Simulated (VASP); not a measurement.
# Ag4F in VASP: a series of runs

Ag4F is run at these levels: PBEsol; tasks: single point.

Program: VASP 6.6.1. These are calculated values, not measurements. Logs are shortened: lines on timing, memory, paths and dates and some standing lists are left out, and cuts for length are marked.

## 1. The cell of the first run

The cell holds a slab with vacuum, 5 atoms: a = 2.867 Å, b = 2.867 Å, c = 26.022 Å, α = 90.00°, β = 90.00°, γ = 120.00°.

## 2. Single point, PBEsol

The input, INCAR:

```
ALGO = Normal
DIPOL = 0.5 0.5 0.502
EDIFF = 1E-7
ENCUT = 520
GGA = PS
IDIPOL = 3
ISIF = 2
ISMEAR = 0
LASPH = True
LCHARG = False
LDIPOL = True
LREAL = False
LWAVE = False
NBANDS = 34
NELM = 80
PREC = Accurate
SIGMA = 0.1
```

The input, KPOINTS:

```
k-points
0
Gamma
  12 12 1
```

The input, POSCAR:

```
Ag4F
1.0
    2.8669036820      0.0000000000      0.0000000000
   -1.4334518410      2.4828114189      0.0000000000
    0.0000000000      0.0000000000     26.0224511627
Ag F
4 1
Direct
    0.6666666667      0.3333333333      0.3266410203
    0.3333333333      0.6666666667      0.4165947699
    0.0000000000      0.0000000000      0.5060501424
    0.6666666667      0.3333333333      0.5938625142
    0.6666666667      0.3333333333      0.6692703877
```

Potentials or basis: VASP PAW PBE potentials, release 64 (Ag, F).

Launch:

```console
> cat potpaw_PBE.64/Ag/POTCAR potpaw_PBE.64/F/POTCAR > POTCAR
> mpirun -np 1 vasp_std > vasp.out
```

OUTCAR:

```text
EDIFF = 1E-7
   ENCUT = 520
   GGA = PS
   ISIF = 2
   ISMEAR = 0
   LASPH = True
   LREAL = False
   NELM = 80
   PREC = Accurate

 ion  position               nearest neighbor table
   1  0.667  0.333  0.327-   2 2.87   2 2.87   2 2.87
   2  0.333  0.667  0.417-   3 2.86   3 2.86   3 2.86   1 2.87   1 2.87   1 2.87
   3  0.000  0.000  0.506-   4 2.82   4 2.82   4 2.82   2 2.86   2 2.86   2 2.86
   4  0.667  0.333  0.594-   5 1.96   3 2.82   3 2.82   3 2.82
   5  0.667  0.333  0.669-   4 1.96

  LATTYP: Found a hexagonal cell.
 ALAT       =     2.8669036820
 C/A-ratio  =     9.0768487711

  Lattice vectors:

 A1 = (   2.8669036820,   0.0000000000,   0.0000000000)
 A2 = (  -1.4334518410,   2.4828114189,   0.0000000000)
 A3 = (   0.0000000000,   0.0000000000,  26.0224511627)

Analysis of symmetry for initial positions (statically):
=====================================================================
 Subroutine PRICEL returns:
 Original cell was already a primitive cell.

 Routine SETGRP: Setting up the symmetry group for a
 hexagonal supercell.

 Subroutine GETGRP returns: Found  6 space group operations
 (whereof  6 operations were pure point group operations)
 out of a pool of 24 trial point group operations.

The static configuration has the point symmetry C_3v.

Analysis of symmetry for dynamics (positions and initial velocities):
=====================================================================
 Subroutine PRICEL returns:
 Original cell was already a primitive cell.

 Routine SETGRP: Setting up the symmetry group for a
 hexagonal supercell.

 Subroutine GETGRP returns: Found  6 space group operations
 (whereof  6 operations were pure point group operations)
 out of a pool of 24 trial point group operations.

The dynamic configuration has the point symmetry C_3v.

 Subroutine INISYM returns: Found  6 space group operations
 (whereof  6 operations are pure point group operations),
 and found     1 'primitive' translations

----------------------------------------------------------------------------------------

                                     Primitive cell

  volume of cell :     185.2273

  direct lattice vectors                    reciprocal lattice vectors
     2.866903682  0.000000000  0.000000000     0.348808370  0.201384606  0.000000000
    -1.433451841  2.482811419  0.000000000     0.000000000  0.402769213  0.000000000
     0.000000000  0.000000000 26.022451163     0.000000000  0.000000000  0.038428355

  length of vectors
     2.866903682  2.866903682 26.022451163     0.402769213  0.402769213  0.038428355

  position of ions in fractional coordinates (direct lattice)
     0.666666667  0.333333333  0.326641020
     0.333333333  0.666666667  0.416594770
     0.000000000  0.000000000  0.506050142
     0.666666667  0.333333333  0.593862514
     0.666666667  0.333333333  0.669270388

  ion indices of the primitive-cell ions
   primitive index   ion index
                 1           1
                 2           2
                 3           3
                 4           4
                 5           5

----------------------------------------------------------------------------------------

 KPOINTS: k-points

Automatic generation of k-mesh.
 Grid dimensions read from file:
 generate k-points for:   12   12    1

 Generating k-lattice:

  Cartesian coordinates                     Fractional coordinates (reciprocal lattice)
     0.029067364  0.016782051  0.000000000     0.083333333  0.000000000  0.000000000
     0.000000000  0.033564101  0.000000000     0.000000000  0.083333333  0.000000000
     0.000000000  0.000000000  0.038428355     0.000000000  0.000000000  1.000000000

  Length of vectors
     0.033564101  0.033564101  0.038428355

  Shift w.r.t. Gamma in fractional coordinates (k-lattice)
     0.000000000  0.000000000  0.000000000

 Subroutine IBZKPT returns following result:
 ===========================================

 Found     19 irreducible k-points:

 Following reciprocal coordinates:
            Coordinates               Weight
  0.000000  0.000000  0.000000      1.000000
  0.083333  0.000000  0.000000      6.000000
  0.166667  0.000000  0.000000      6.000000
  0.250000  0.000000  0.000000      6.000000
  0.333333 -0.000000  0.000000      6.000000
  0.416667  0.000000  0.000000      6.000000
[... 11 lines left out ...]
  0.333333  0.250000  0.000000     12.000000
  0.333333  0.333333  0.000000      2.000000
   k-points           NKPTS =     19   k-points in BZ     NKDIM =     19   number of bands    NBANDS=     34
   number of dos      NEDOS =    301   number of ions     NIONS =      5
   total plane-waves  NPLWV = 112896
   dimension x,y,z NGX =    24 NGY =   24 NGZ =  196
   dimension x,y,z NGXF=    48 NGYF=   48 NGZF=  392
   ions per type =               4   1
   NGX,Y,Z   is equivalent  to a cutoff of  13.92, 13.92, 12.52 a.u.
   NGXF,Y,Z  is equivalent  to a cutoff of  27.83, 27.83, 25.04 a.u.
 SYSTEM =  unknown system
   PREC   = accura    normal or accurate (medium, high low for compatibility)
   ISTART =      0    job   : 0-new  1-cont  2-samecut
   ICHARG =      2    charge: 1-file 2-atom 10-const
   ISPIN  =      1    spin polarized calculation?
   LNONCOLLINEAR =      F non collinear calculations
   LSORBIT =      F    spin-orbit coupling
   LASPH  =      T    aspherical Exc in radial PAW
   ENCUT  =  520.0 eV  38.22 Ry    6.18 a.u.   5.33  5.33 48.38*2*pi/ulx,y,z
   NELM   =     80;   NELMIN=  2; NELMDL= -5     # of ELM steps
   EDIFF  = 0.1E-06   stopping-criterion for ELM
   LREAL  =      F    real-space projection
   EDIFFG = 0.1E-05   stopping-criterion for IOM
   NSW    =      0    number of steps for IOM
   IBRION =     -1    ionic relax: 0-MD 1-quasi-New 2-CG
   NFREE  =      0    steps in history (QN), initial steepest desc. (CG)
   ISIF   =      2    stress and relaxation
   ISYM   =      2    0-nonsym 1-usesym 2-fastsym
   POTIM  = 0.5000    time-step for ionic-motion
   TEBEG  =    0.0;   TEEND  =   0.0 temperature during run
   PSTRESS=    0.0 pullay stress
   NELECT =      51.0000    total number of electrons
   NUPDOWN=      -1.0000    fix difference up-down
   EMIN   =  10.00;   EMAX   =-10.00  energy-range for DOS
   EFERMI =   0.00;   METHOD = LEGACY
   ISMEAR =     0;   SIGMA  =   0.10  broadening in eV -4-tet -1-fermi 0-gaus
   EFERMI_NEDOS =   21; number of points for ismear=-14 and -15
   IALGO  =     38    algorithm
   IMIX   =      4    mixing-type and parameters
     AMIX     =   0.40;   BMIX     =  1.00
     AMIX_MAG =   1.60;   BMIX_MAG =  1.00
  volume/ion in A,a.u.               =      37.05       250.00
  Fermi-wavevector in a.u.,A,eV,Ry     =   1.065033  2.012621 15.433035  1.134296
  Thomas-Fermi vector in A             =   2.200572
   LORBIT       =      0    0 simple, 1 ext, 2 COOP (PROOUT), +10 PAW based schemes
   GGA     = PS    functional components
   LHFCALC =     F    Hartree Fock is set to
   AEXX    =    0.0000 exact exchange contribution
   IVDW    =     0    specifies the selected vdW correction
   LEPSILON=     F    determine dielectric tensor
   LRPA    =     F    only Hartree local field effects (RPA)
 non-spin polarized calculation
 Gauss-broadening in eV      SIGMA  =   0.10
  energy-cutoff  :      520.00
  volume of cell :      185.23
 maximum number of plane-waves:      5023
 NGX is ok and might be reduce to    24
   NGX = 11   NGY = 11   NGZ = 97

 dipolmoment           0.000000      0.000000     -0.102966 electrons x Angstroem

 number of electron      50.9999989 magnetization

 dipolmoment           0.000000      0.000000      0.238206 electrons x Angstroem

 Free energy of the ion-electron system (eV)
  ---------------------------------------------------
  ext. energy  EPLUGINS =         0.00000000
  ---------------------------------------------------
  free energy    TOTEN  =       -15.16702225 eV

  energy without entropy =      -15.14445399  energy(sigma->0) =      -15.15573812

 E-fermi :  -1.7471     XC(G=0):  -5.5904

 val. band max:       -1.7480025347   @ k =   0.0833   0.0833   0.0000
 cond. band min:      -1.7052032652   @ k =   0.0833   0.0000   0.0000
 fundamental gap:      0.0427992695
 Fermi energy:        -1.7470615247

 k-point     1 :       0.0000    0.0000    0.0000
  band No.  band energies     occupation
      1     -21.9104      2.00000
      2      -9.2471      2.00000
      3      -8.2708      2.00000
      4      -8.0022      2.00000
      5      -7.5312      2.00000
      6      -6.4850      2.00000
[... 26 lines left out ...]
     33       7.1968      0.00000
     34       8.7460      0.00000

 k-point     2 :       0.0833    0.0000    0.0000
  band No.  band energies     occupation
      1     -21.8886      2.00000
      2      -9.0569      2.00000
      3      -8.1083      2.00000
      4      -7.8587      2.00000
      5      -7.4077      2.00000
      6      -6.6252      2.00000
[... 26 lines left out ...]
     33       7.3734      0.00000
     34       8.9078      0.00000

 k-point     3 :       0.1667    0.0000    0.0000
  band No.  band energies     occupation
      1     -21.8282      2.00000
      2      -8.5439      2.00000
      3      -7.7394      2.00000
      4      -7.5131      2.00000
      5      -7.1641      2.00000
      6      -6.8218      2.00000
[... 26 lines left out ...]
     33       7.8975      0.00000
     34       9.3899      0.00000
[... 519 lines left out ...]
 k-point    18 :       0.3333    0.2500    0.0000
  band No.  band energies     occupation
      1     -21.5400      2.00000
      2      -7.5501      2.00000
      3      -7.3873      2.00000
      4      -7.2402      2.00000
      5      -7.0897      2.00000
      6      -6.9545      2.00000
[... 26 lines left out ...]
     33       5.9944      0.00000
     34       7.2700      0.00000

 k-point    19 :       0.3333    0.3333    0.0000
  band No.  band energies     occupation
      1     -21.5283      2.00000
      2      -7.3470      2.00000
      3      -7.3242      2.00000
      4      -7.2945      2.00000
      5      -6.9672      2.00000
      6      -6.8659      2.00000
[... 26 lines left out ...]
     33       5.2594      0.00000
     34       7.2783      0.00000

------------------------ aborting loop because EDIFF is reached ----------------------------------------

 vacuum level on the upper side and lower side of the slab       (xc-potential included)         2.882        -3.029

  FORCE on cell =-STRESS in cart. coord.  units (eV):
  Direction    XX          YY          ZZ          XY          YZ          ZX
  --------------------------------------------------------------------------------------
  -------------------------------------------------------------------------------------
  Total       -0.1581686     -0.1581686     -0.0393065      0.0000000     -0.0000000     -0.0000000
  in kB       -1.3681250     -1.3681250     -0.3399926      0.0000000     -0.0000000     -0.0000000
  external PRESSURE =      -1.0254142 kB  Pullay stress =       0.0000000 kB

 VOLUME and BASIS-vectors are now :
 -----------------------------------------------------------------------------
  energy-cutoff  :      520.00
  volume of cell :      185.23
      direct lattice vectors                 reciprocal lattice vectors
     2.866903682  0.000000000  0.000000000     0.348808370  0.201384606  0.000000000
    -1.433451841  2.482811419  0.000000000     0.000000000  0.402769213  0.000000000
     0.000000000  0.000000000 26.022451163     0.000000000  0.000000000  0.038428355

 POSITION                                       TOTAL-FORCE (eV/Angst)
 -----------------------------------------------------------------------------------
      1.43345      0.82760      8.50000        -0.000000      0.000000      0.068841
     -0.00000      1.65521     10.84082        -0.000000      0.000000     -0.060901
      0.00000      0.00000     13.16867        -0.000000      0.000000     -0.012077
      1.43345      0.82760     15.45376        -0.000000      0.000000     -0.093659
      1.43345      0.82760     17.41606         0.000000     -0.000000      0.097796
 -----------------------------------------------------------------------------------
    total drift:                               -0.000000     -0.000000      0.001373

  FREE ENERGIE OF THE ION-ELECTRON SYSTEM (eV)
  ---------------------------------------------------
  free  energy   TOTEN  =       -15.1670222467 eV

  energy  without entropy=      -15.1444539935  energy(sigma->0) =      -15.15573812

 vacuum level on the upper side and lower side of the slab         8.826         2.778
```

Run time: 3.2 min. Hardware: 1 thread of AMD EPYC 9R45 (Zen 5), shared host; peak memory 0.34 GiB.

What came out:

| Property | Result |
| --- | --- |
| Free energy | -15.1670 eV |
| Largest force | 0.098 eV/Å |

Forces in eV/Å, atoms in the order of the input:
```
Ag   0.000  0.000  0.069
Ag   0.000  0.000 -0.061
Ag   0.000  0.000 -0.012
Ag   0.000  0.000 -0.094
F    0.000  0.000  0.098
```

Caveat: the PAW data sets were made with another functional, which shifts forces and pressure a little; an odd number of electrons without spin polarisation forces a metal; a magnetic or distorted state may lie lower.

## 3. Single point, PBEsol

The input, INCAR:

```
SYSTEM = Ag4F
PREC = Accurate
ENCUT = 520
EDIFF = 1E-6
ISMEAR = 0
SIGMA = 0.1
LREAL = .FALSE.
LASPH = .TRUE.
NELM = 80
ALGO = Normal
ISIF = 2
LWAVE = .FALSE.
LCHARG = .TRUE.
LDIPOL = .TRUE.
IDIPOL = 3
DIPOL = 0.5 0.5 0.498
GGA = PS
LELF = .TRUE.
LVHAR = .TRUE.
LVACPOTAV = .TRUE.
NBANDS = 34
```

The input, KPOINTS:

```
Automatic mesh
0
G
  12 12 1
  0 0 0
```

The input, POSCAR:

```
Ag4F
1.0
    2.8669036820      0.0000000000      0.0000000000
   -1.4334518410      2.4828114189      0.0000000000
    0.0000000000      0.0000000000     26.0224511627
Ag F
4 1
Direct
    0.6666666667      0.3333333333      0.3266410203
    0.3333333333      0.6666666667      0.4165947699
    0.0000000000      0.0000000000      0.5059194916
    0.6666666667      0.3333333333      0.5935418632
    0.0000000000      0.0000000000      0.6496876101
```

Potentials or basis: VASP PAW PBE potentials, release 64 (Ag, F).

Launch:

```console
> cat potpaw_PBE.64/Ag/POTCAR potpaw_PBE.64/F/POTCAR > POTCAR
> mpirun -np 1 vasp_std > vasp.out
```

Wall time 2.4 min (1 thread of AMD EPYC 9R45 (Zen 5), shared host); peak memory 0.34 GiB.

The run converged. Its results:

```yaml
Free_energy: -15.9662 eV
Largest_force: 0.036 eV/Å
```

Forces in eV/Å, atoms in the order of the input:
```
Ag   0.000  0.000  0.036
Ag   0.000  0.000 -0.032
Ag   0.000  0.000  0.001
Ag   0.000  0.000  0.001
F    0.000  0.000 -0.005
```

Levels at points of the mesh, in eV from the Fermi level:
| k point | band 23 | band 24 | band 25 | band 26 | band 27 | band 28 | band 29 | band 30 |
| --- | --- | --- | --- | --- | --- | --- | --- | --- |
| (0.00, 0.00, 0.00) | -2.45 | -2.45 | -1.87 | -0.36 | -0.36 | -0.26 | 4.14 | 4.76 |
| (0.50, 0.00, 0.00) | -1.48 | -0.41 | 0.35 | 1.25 | 1.59 | 3.74 | 4.49 | 5.33 |

Caveat: the PAW data sets were made with another functional, which shifts forces and pressure a little; an odd number of electrons without spin polarisation forces a metal; a magnetic or distorted state may lie lower.

## 4. Single point, PBEsol

The input, INCAR:

```
SYSTEM = Ag4F
ALGO = Normal
DIPOL = 0.5 0.5 0.498
EDIFF = 1E-6
ENCUT = 520
GGA = PS
IDIPOL = 3
ISIF = 2
ISMEAR = 0
LASPH = .True.
LCHARG = .False.
LDIPOL = .True.
LREAL = .False.
LWAVE = .False.
NBANDS = 34
NELM = 100
PREC = Accurate
SIGMA = 0.1
```

The input, KPOINTS:

```
k-points
0
Gamma
  12 12 1
  0 0 0
```

The input, POSCAR:

```
Ag4F
1.0
    2.8669036820      0.0000000000      0.0000000000
   -1.4334518410      2.4828114189      0.0000000000
    0.0000000000      0.0000000000     26.0224511627
Ag F
4 1
Direct
    0.6666666667      0.3333333333      0.3266410203
    0.3333333333      0.6666666667      0.4165947699
    0.0001275050     -0.0001275050      0.5058562867
    0.6669945503      0.3330054497      0.5927408536
    0.3336328803     -0.3336328803      0.6484507088
```

Potentials or basis: VASP PAW PBE potentials, release 64 (Ag, F).

Launch:

```console
> cat potpaw_PBE.64/Ag/POTCAR potpaw_PBE.64/F/POTCAR > POTCAR
> mpirun -np 1 vasp_std > vasp.out
```

OUTCAR:

```text
SYSTEM = Ag4F
   EDIFF = 1E-6
   ENCUT = 520
   GGA = PS
   ISIF = 2
   ISMEAR = 0
   LASPH = .True.
   LREAL = .False.
   NELM = 100
   PREC = Accurate

 ion  position               nearest neighbor table
   1  0.667  0.333  0.327-   2 2.87   2 2.87   2 2.87
   2  0.333  0.667  0.417-   3 2.85   3 2.85   3 2.85   1 2.87   1 2.87   1 2.87
   3  0.000  1.000  0.506-   4 2.80   4 2.80   4 2.80   2 2.85   2 2.85   2 2.85
   4  0.667  0.333  0.593-   5 2.20   5 2.20   5 2.20   3 2.80   3 2.80   3 2.80
   5  0.334  0.666  0.648-   4 2.20   4 2.20   4 2.20

  LATTYP: Found a hexagonal cell.
 ALAT       =     2.8669036820
[... 1097 lines left out ...]
  -------------------------------------------------------------------------------------
  Total        1.5981538      1.5969520     -0.1865909     -0.0010408      0.0011768     -0.0020383
  in kB       13.8236942     13.8132991     -1.6139720     -0.0090025      0.0101791     -0.0176307
  external PRESSURE =       8.6743404 kB  Pullay stress =       0.0000000 kB

 VOLUME and BASIS-vectors are now :
 -----------------------------------------------------------------------------
  energy-cutoff  :      520.00
  volume of cell :      185.23
      direct lattice vectors                 reciprocal lattice vectors
     2.866903682  0.000000000  0.000000000     0.348808370  0.201384606  0.000000000
    -1.433451841  2.482811419  0.000000000     0.000000000  0.402769213  0.000000000
     0.000000000  0.000000000 26.022451163     0.000000000  0.000000000  0.038428355

 POSITION                                       TOTAL-FORCE (eV/Angst)
 -----------------------------------------------------------------------------------
      1.43345      0.82760      8.50000        -0.000037      0.000021      0.037712
     -0.00000      1.65521     10.84082         0.000307     -0.000177     -0.033319
     -1.43290      2.48249     13.16362         0.000492     -0.000284      0.000814
      1.43486      0.82679     15.42457        -0.001244      0.000718     -0.002627
      0.00129      1.65446     16.87428         0.000482     -0.000278     -0.002579
 -----------------------------------------------------------------------------------
    total drift:                                0.000148     -0.000086      0.002080

  FREE ENERGIE OF THE ION-ELECTRON SYSTEM (eV)
  ---------------------------------------------------
  free  energy   TOTEN  =       -16.0209056041 eV

  energy  without entropy=      -16.0055063810  energy(sigma->0) =      -16.01320599

 vacuum level on the upper side and lower side of the slab         8.042         3.034
```

Run time: 5.4 min. Hardware: 1 thread of AMD EPYC 9R45 (Zen 5), shared host; peak memory 0.42 GiB.

Results:

```
Free energy   : -16.0209 eV
Largest force : 0.038 eV/Å
```

Forces in eV/Å, atoms in the order of the input:
```
Ag   0.000  0.000  0.038
Ag   0.000  0.000 -0.033
Ag   0.000  0.000  0.001
Ag  -0.001  0.001 -0.003
F    0.000  0.000 -0.003
```

Levels at points of the mesh, in eV from the Fermi level:
| k point | band 22 | band 23 | band 24 | band 25 | band 26 | band 27 | band 28 | band 29 | band 30 | band 31 |
| --- | --- | --- | --- | --- | --- | --- | --- | --- | --- | --- |
| (0.00, 0.00, 0.00) | -2.92 | -2.62 | -2.61 | -1.93 | -0.43 | -0.43 | -0.25 | 4.17 | 4.79 | 5.93 |
| (0.50, 0.00, 0.00) | -1.78 | -1.42 | -0.48 | 0.35 | 1.24 | 1.59 | 3.77 | 4.50 | 5.35 | 7.15 |
| (0.50, 0.50, 0.00) | -1.78 | -1.42 | -0.48 | 0.35 | 1.24 | 1.59 | 3.77 | 4.50 | 5.35 | 7.15 |

Caveat: the PAW data sets were made with another functional, which shifts forces and pressure a little; an odd number of electrons without spin polarisation forces a metal; a magnetic or distorted state may lie lower.
